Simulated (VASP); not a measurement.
A run of VASP 6.6.1 is set up as follows.

The input INCAR:

```
PREC = Accurate ; ENCUT = 630
EDIFF = 1E-6 ; ISMEAR = 0
SIGMA = 0.011 ; LREAL = F
LASPH = T ; NELM = 120
ALGO = Normal ; ISIF = 2
LWAVE = F ; LCHARG = F
GGA = PE ; NBANDS = 20
GGA_COMPAT = F
```

File KPOINTS:

```
regular mesh
0
Gamma
  7 7 5
```

File POSCAR:

```
CdS
1.0
    4.2611695877      0.0000000000      0.0000000000
   -2.1305847939      3.6902811128      0.0000000000
    0.0000000000      0.0000000000      5.8041729400
Cd S
1 1
Direct
    0.0000000000      0.0000000000      0.4426919200
    0.6666666667      0.3333333333      0.4343080800
```

Potentials or basis: VASP PAW PBE potentials, release 64 (Cd_sv_GW, S).

Command:

```console
$ cat potpaw_PBE.64/Cd_sv_GW/POTCAR potpaw_PBE.64/S/POTCAR > POTCAR
$ mpirun -np 1 vasp_std > vasp.out
```

(1) Predict the largest force.

(2) Estimate the band gap on the k mesh.

(3) Predict the pressure.

Results:

(1) 0.005 eV/Å.

(2) 1.46 eV.

(3) -0.3 GPa.
